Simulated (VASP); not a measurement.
Na: single point with LDA

Na:

```
Na
1.0
    -2.02872    2.02872    2.02872
     2.02872   -2.02872    2.02872
     2.02872    2.02872   -2.02872
Na
1
Direct
  0.00000 0.00000 0.00000
```

- Program: VASP 6.6.1
- Task: single point
- Functional: LDA
- Potentials or basis: VASP PAW LDA potentials, release 64 (Na_pv)
- Cutoff: 520 eV
- k mesh: 11 × 11 × 11
- Occupations: gaussian, width 0.1 eV
- Spin: no spin polarisation
- Dipole correction: no
- Further INCAR settings: ALGO = Normal; EDIFF = 1e-06; NBANDS = 10

- Pressure: -0.1 GPa

Levels at points of the mesh, in eV from the Fermi level:
```csv
k point,band 1,band 2,band 3,band 4,band 5,band 6
"(0.00, 0.00, 0.00)",-24.89,-24.89,-24.89,-3.53,12.30,12.30
```

It took 9.3 s on 1 thread of Intel(R) Xeon(R) Platinum 8488C (Sapphire Rapids), on a shared host, peak memory 0.14 GiB.
